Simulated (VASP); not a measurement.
PtSe2 (Sudovikovite), 3 atoms in the cell. Symmetry: P-3m1, No. 164, trigonal system. Conventional cell: a = 3.724 Å, b = 3.724 Å, c = 5.062 Å, α = 90.00°, β = 90.00°, γ = 120.00°. Within 3.3 Å of Pt (site symmetry -3m) lie 6 Se at 2.49 Å. Within 3.3 Å of Se (site symmetry 3m) lie 3 Pt at 2.49 Å. 

```yaml
Program: VASP 6.6.1
Task: single point
Functional: PBE
Potentials_or_basis: VASP PAW PBE potentials, release 64 (Pt, Se)
Cutoff: 520 eV
k_mesh: 8 × 8 × 5
Occupations: gaussian, width 0.012 eV
Spin: no spin polarisation
Dipole_correction: no
Further_INCAR_settings: ALGO = Normal; EDIFF = 1e-06; NBANDS = 18
```

Potentials or basis: VASP PAW PBE potentials, release 64 (Pt, Se).

The run is started by

```bash
$ cat potpaw_PBE.64/Pt/POTCAR potpaw_PBE.64/Se/POTCAR > POTCAR
$ mpirun -np 1 vasp_std > vasp.out
```

Hardware: 1 thread of Intel(R) Xeon(R) Platinum 8559C (Emerald Rapids), with other jobs on the host.

Problem. How long does it take, and how much memory?

Solution. It took 17 s on 1 thread of Intel(R) Xeon(R) Platinum 8559C (Emerald Rapids) (shared host), peak memory 0.2 GiB. Counts: scf iterations 13, k points 40.
